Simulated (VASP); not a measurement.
Input of a VASP 6.6.1 run:

File INCAR:

```
SYSTEM = CdO
  AGGAC = 1.0
  AGGAX = 1.0
  ALDAC = 0.0
  ALDAX = 1.0
  ALGO = Normal
  EDIFF = 1E-6
  ENCUT = 600
  GGA = B5
  GGA_COMPAT = .FALSE.
  ISIF = 2
  ISMEAR = 0
  LASPH = .TRUE.
  LCHARG = .FALSE.
  LREAL = .FALSE.
  LWAVE = .FALSE.
  NBANDS = 16
  NELM = 120
  PREC = Accurate
  SIGMA = 0.05
```

KPOINTS

```
k-points
0
G
  8 8 8
  0 0 0
```

Contents of POSCAR:

```
CdO
1.0
    0.0000000000      2.4001961454      2.4001961454
    2.4001961454      0.0000000000      2.4001961454
    2.4001961454      2.4001961454      0.0000000000
Cd O
1 1
Direct
    0.0000000000      0.0000000000      0.0000000000
    0.5000000000      0.5000000000      0.5000000000
```

Potentials or basis: VASP PAW PBE potentials, release 64 (Cd, O).

Launch:

```bash
$ cat potpaw_PBE.64/Cd/POTCAR potpaw_PBE.64/O/POTCAR > POTCAR
$ mpirun -np 1 vasp_std > vasp.out
```

Q: Predict the pressure.

A: 3.5 GPa.

Q: Predict the band gap on the k mesh.

A: Zero (bands 9 and 10 overlap by 0.41 eV).

Caveat: the cell stands under pressure; semilocal functionals underestimate gaps, so a narrow gap can read as zero; the PAW data sets were made with another functional, which shifts forces and pressure a little.
